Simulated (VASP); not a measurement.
# Pb (Fm-3m) in VASP: a series of runs

Aim: see how the results for Pb move with the level of theory and the settings. Levels: PBEsol, RPBE+D3(BJ), PBEsol+D4. Tasks: relaxation of cell and atoms, single point.

Program: VASP 6.6.1. These are calculated values, not measurements. Logs are shortened: lines on timing, memory, paths and dates and some standing lists are left out, and cuts for length are marked.

### Step 1. The cell of the first run

The structure is cubic, space group Fm-3m (No. 225). Conventional cell: a = 4.950 Å, b = 4.950 Å, c = 4.950 Å, α = 90.00°, β = 90.00°, γ = 90.00°. Pb (site symmetry m-3m) has 12 Pb at 3.50 Å within 4.6 Å.

### Step 2. Relaxation of cell and atoms, PBEsol, target pressure 30 GPa, at which the enthalpy is minimised

File INCAR:

```
  PREC = Accurate
  ENCUT = 600
  EDIFF = 1E-6
  ISMEAR = -1
  SIGMA = 0.05
  LREAL = False
  LASPH = True
  NELM = 60
  ALGO = Normal
  ISIF = 3
  LWAVE = False
  LCHARG = False
  GGA = PS
  IBRION = 2
  NSW = 60
  EDIFFG = -0.01
  PSTRESS = 300.0
```

File KPOINTS:

```
Automatic mesh
0
Gamma
  9 9 9
```

File POSCAR:

```
Pb
1.0
    0.0000000000      2.4750200000      2.4750200000
    2.4750200000      0.0000000000      2.4750200000
    2.4750200000      2.4750200000      0.0000000000
Pb
1
Direct
    0.0000000000      0.0000000000      0.0000000000
```

Potentials or basis: VASP PAW PBE potentials, release 64 (Pb_d).

The run is started by

```console
$ cat potpaw_PBE.64/Pb_d/POTCAR > POTCAR
$ mpirun -np 1 vasp_std > vasp.out
```

OUTCAR:

```text
PREC = Accurate
   ENCUT = 600
   EDIFF = 1E-6
   ISMEAR = -1
   LREAL = False
   LASPH = True
   NELM = 60
   ISIF = 3
   GGA = PS
   IBRION = 2
   NSW = 60
   EDIFFG = -0.01
   PSTRESS = 300.0

 ion  position               nearest neighbor table
   1  0.000  0.000  0.000-

  LATTYP: Found a face centered cubic cell.
 ALAT       =     4.9500400000

  Lattice vectors:

 A1 = (   0.0000000000,   2.4750200000,   2.4750200000)
 A2 = (   2.4750200000,   0.0000000000,   2.4750200000)
 A3 = (   2.4750200000,   2.4750200000,   0.0000000000)

Analysis of symmetry for initial positions (statically):
[... 5 lines left out ...]
 face centered cubic supercell.

 Subroutine GETGRP returns: Found 48 space group operations
 (whereof 48 operations were pure point group operations)
 out of a pool of 48 trial point group operations.

The static configuration has the point symmetry O_h .

Analysis of symmetry for dynamics (positions and initial velocities):
[... 5 lines left out ...]
 face centered cubic supercell.

 Subroutine GETGRP returns: Found 48 space group operations
 (whereof 48 operations were pure point group operations)
 out of a pool of 48 trial point group operations.

The dynamic configuration has the point symmetry O_h .

 Subroutine INISYM returns: Found 48 space group operations
 (whereof 48 operations are pure point group operations),
 and found     1 'primitive' translations

----------------------------------------------------------------------------------------

                                     Primitive cell

  volume of cell :      30.3226

  direct lattice vectors                    reciprocal lattice vectors
     0.000000000  2.475020000  2.475020000    -0.202018570  0.202018570  0.202018570
     2.475020000  0.000000000  2.475020000     0.202018570 -0.202018570  0.202018570
     2.475020000  2.475020000  0.000000000     0.202018570  0.202018570 -0.202018570

  length of vectors
     3.500206851  3.500206851  3.500206851     0.349906427  0.349906427  0.349906427

  position of ions in fractional coordinates (direct lattice)
     0.000000000  0.000000000  0.000000000

  ion indices of the primitive-cell ions
   primitive index   ion index
                 1           1

----------------------------------------------------------------------------------------

 KPOINTS: Automatic mesh

Automatic generation of k-mesh.
 Grid dimensions read from file:
 generate k-points for:    9    9    9

 Generating k-lattice:

  Cartesian coordinates                     Fractional coordinates (reciprocal lattice)
[... 57 lines left out ...]
   LASPH  =      T    aspherical Exc in radial PAW
   ENCUT  =  600.0 eV  44.10 Ry    6.64 a.u.   6.99  6.99  6.99*2*pi/ulx,y,z
   NELM   =     60;   NELMIN=  2; NELMDL= -5     # of ELM steps
   EDIFF  = 0.1E-05   stopping-criterion for ELM
   LREAL  =      F    real-space projection
   EDIFFG = -.1E-01   stopping-criterion for IOM
   NSW    =     60    number of steps for IOM
   IBRION =      2    ionic relax: 0-MD 1-quasi-New 2-CG
   NFREE  =      1    steps in history (QN), initial steepest desc. (CG)
   ISIF   =      3    stress and relaxation
   ISYM   =      2    0-nonsym 1-usesym 2-fastsym
   POTIM  = 0.5000    time-step for ionic-motion
   TEBEG  =    0.0;   TEEND  =   0.0 temperature during run
   PSTRESS=  300.0 pullay stress
   NELECT =      14.0000    total number of electrons
   NUPDOWN=      -1.0000    fix difference up-down
   EMIN   =  10.00;   EMAX   =-10.00  energy-range for DOS
   EFERMI =   0.00;   METHOD = LEGACY
   ISMEAR =    -1;   SIGMA  =   0.05  broadening in eV -4-tet -1-fermi 0-gaus
   EFERMI_NEDOS =   21; number of points for ismear=-14 and -15
   IALGO  =     38    algorithm
   IMIX   =      4    mixing-type and parameters
     AMIX     =   0.40;   BMIX     =  1.00
     AMIX_MAG =   1.60;   BMIX_MAG =  1.00
  volume/ion in A,a.u.               =      30.32       204.63
  Fermi-wavevector in a.u.,A,eV,Ry     =   1.265306  2.391081 21.782907  1.600999
  Thomas-Fermi vector in A             =   2.398566
   LORBIT       =      0    0 simple, 1 ext, 2 COOP (PROOUT), +10 PAW based schemes
   GGA     = PS    functional components
   LHFCALC =     F    Hartree Fock is set to
   AEXX    =    0.0000 exact exchange contribution
   IVDW    =     0    specifies the selected vdW correction
   LEPSILON=     F    determine dielectric tensor
   LRPA    =     F    only Hartree local field effects (RPA)
 conjugate gradient relaxation of ions
 non-spin polarized calculation
  energy-cutoff  :      600.00
  volume of cell :       30.32
 maximum number of plane-waves:      1022
   NGX = 13   NGY = 13   NGZ = 13

--------------------------------------- Ionic step        1  -------------------------------------------

 number of electron      13.9999999 magnetization

 Free energy of the ion-electron system (eV)
  ---------------------------------------------------
  ext. energy  EPLUGINS =         0.00000000
  ---------------------------------------------------
  free energy    TOTEN  =        -4.01738415 eV

  energy without entropy =       -4.01428210  energy(sigma->0) =       -4.01583312

 E-fermi :   6.9481     XC(G=0): -10.3419

 val. band max:        6.7231942824   @ k =  -0.3333   0.3333   0.1111
 cond. band min:       6.9549044498   @ k =  -0.2222   0.3333   0.1111
 fundamental gap:      0.2317101674
 Fermi energy:         6.9480873856

 k-point     1 :       0.0000    0.0000    0.0000
  band No.  band energies     occupation
      1      -9.8901      2.00000
      2      -9.8901      2.00000
      3      -9.8901      2.00000
      4      -9.7481      2.00000
      5      -9.7481      2.00000
      6      -4.6689      2.00000
      7      14.5109      0.00000
      8      14.5109      0.00000
      9      14.5109      0.00000
     10      16.8636      0.00000
     11      18.4150      0.00000
[... 428 lines left out ...]
  energy  without entropy=       -3.6888655945  energy(sigma->0) =       -3.69080047

  enthalpy is  TOTEN    =         0.7244574030 eV   P V=        4.4171927414

[... ionic steps 4 to 15 ...]

--------------------------------------- Ionic step       16  -------------------------------------------

 number of electron      14.0000001 magnetization

------------------------ aborting loop because EDIFF is reached ----------------------------------------
[... 69 lines left out ...]
--------------------------------------- Ionic step       18  -------------------------------------------

 number of electron      14.0000001 magnetization

 Free energy of the ion-electron system (eV)
  ---------------------------------------------------
  ext. energy  EPLUGINS =         0.00000000
  ---------------------------------------------------
  free energy    TOTEN  =        -3.47822052 eV

  energy without entropy =       -3.47474156  energy(sigma->0) =       -3.47648104

 E-fermi :  11.1941     XC(G=0): -11.9299

 val. band max:       11.1822252677   @ k =  -0.2222   0.2222   0.0000
 cond. band min:      11.7803363680   @ k =  -0.4444   0.3333   0.1111
 fundamental gap:      0.5981111003
 Fermi energy:        11.1940548148

 k-point     1 :       0.0000    0.0000    0.0000
  band No.  band energies     occupation
      1      -6.2592      2.00000
      2      -6.2592      2.00000
      3      -6.2592      2.00000
      4      -5.9084      2.00000
      5      -5.9084      2.00000
      6      -3.1663      2.00000
      7      20.8917      0.00000
      8      21.1454      0.00000
      9      21.1454      0.00000
     10      21.1454      0.00000
     11      26.3664      0.00000
[... 354 lines left out ...]
  energy  without entropy=       -3.4747415615  energy(sigma->0) =       -3.47648104

  enthalpy is  TOTEN    =         0.6817185488 eV   P V=        4.1599390699

 reached required accuracy - stopping structural energy minimisation
```

CONTCAR:

```text
Pb
   1.00000000000000
    -0.0000000000000000    2.2312527422367356    2.2312527422367356
     2.2312527422367361   -0.0000000000000002    2.2312527422367356
     2.2312527422367361    2.2312527422367356    0.0000000000000001
  Pb
     1
Direct
     0.0000000000000000    0.0000000000000000    0.0000000000000000

  0.00000000E+00  0.00000000E+00  0.00000000E+00
```

Run time: 3.3 min. Hardware: 1 thread of AMD EPYC 7R13, shared host; peak memory 0.16 GiB.

Results:

```
Free energy                                            : -3.4782 eV
Relaxed volume                                         : 22.22 Å³/atom
Relaxed cell                                           : a = 3.155 Å, b = 3.155 Å, c = 3.155 Å, α = 60.00°, β = 60.00°, γ = 60.00°
Space group after relaxing (to 0.05 Å)                 : Fm-3m (No. 225)
Energy change on relaxing (the enthalpy is what falls) : +539.2 meV/atom
Ionic steps                                            : 18
Pressure after relaxing                                : 30.0 GPa
Band gap on the k mesh                                 : zero (band 7 reaches 20.89 eV, above the bottom of band 8 at 8.92 eV)
```

The path:
| step | energy change (eV) | largest force (eV/Å) | pressure (GPa) | volume (Å³) |
| --- | --- | --- | --- | --- |
| 1 | 0.0000 | 0.0000 | -0.64 | 30.32 |
| 2 | 11.5741 | 0.0000 | 512.58 | 11.33 |
| 3 | 0.3246 | 0.0000 | 20.60 | 23.59 |
| 4 | 0.4075 | 0.0000 | 24.29 | 23.00 |
| 5 | 0.5475 | 0.0000 | 30.29 | 22.17 |
| 6 | 0.5203 | 0.0000 | 29.14 | 22.32 |
| 7 | 0.5216 | 0.0000 | 29.16 | 22.31 |
| 8 | 0.5254 | 0.0000 | 29.29 | 22.29 |
| 9 | 0.5255 | 0.0000 | 29.34 | 22.29 |
| 10 | 0.5256 | 0.0000 | 29.32 | 22.29 |
| 11 | 0.5259 | 0.0000 | 29.31 | 22.29 |
| 12 | 0.5265 | 0.0000 | 29.39 | 22.28 |
| 13 | 0.5278 | 0.0000 | 29.43 | 22.28 |
| 14 | 0.5302 | 0.0000 | 29.51 | 22.26 |
| 15 | 0.5352 | 0.0000 | 29.70 | 22.24 |
| 16 | 0.5452 | 0.0000 | 30.18 | 22.18 |
| 17 | 0.5415 | 0.0000 | 30.08 | 22.20 |
| 18 | 0.5392 | 0.0000 | 29.96 | 22.22 |

Final structure:
```
Pb
1.0
     0.00000    2.23125    2.23125
     2.23125    0.00000    2.23125
     2.23125    2.23125    0.00000
Pb
1
Direct
  0.00000 0.00000 0.00000
```

Levels at points of the mesh, in eV from the Fermi level:
```csv
k point,band 4,band 5,band 6,band 7,band 8,band 9,band 10,band 11
"(0.00, 0.00, 0.00)",-17.10,-17.10,-14.36,9.70,9.95,9.95,9.95,15.17
```

Caveat: the cell is relaxed towards a set pressure, so the enthalpy falls and the energy may rise; the volume moved by over 15 % at a fixed basis, so the end points are rough; the PAW data sets were made with another functional, which shifts forces and pressure a little; spin-orbit coupling is left out, which moves the levels of the heavy elements.

[end of part 1 of 2]
